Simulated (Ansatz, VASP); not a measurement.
Tl: VASP beside Ansatz

```xyz
3
Lattice="4.4993 0.0000 0.0000 -2.2497 3.8965 0.0000 0.0000 0.0000 2.7124" Properties=species:S:1:pos:R:3 pbc="T T T"
Tl    0.0000    0.0000    0.0000
Tl    0.0000    2.5977    1.3562
Tl    2.2497    1.2988    1.3562
```

Change from the starting cell: volume scaled by 0.5, LAPW.

Alike in both runs: task single point; functional PBE; k mesh 7 × 7 × 10; occupations fermi-dirac, width 0.1 eV; no spin polarisation.

```csv
,VASP,Ansatz
version,VASP 6.6.1,Ansatz 0.2.0
potentials or method,"VASP PAW PBE potentials, release 64 (Tl_d), cutoff 520 eV","all-electron LAPW, scalar-relativistic"
```

Ansatz gave:

| Item | Value |
| --- | --- |
| pressure (GPa) | 119.8 |
| traceless stress, the component that is largest in VASP (GPa) | -0.50 |

Q: Estimate VASP's values.

A: Pressure (GPa): 119.9; traceless stress, the component that is largest in VASP (GPa): -0.51.

Both programs put the cell under a high pressure, so it lies far from rest at this level. Ansatz ran all-electron here, and VASP with PAW potentials.

Spin-orbit coupling is off throughout. Noted on VASP's run: the cell as given lies far from equilibrium.
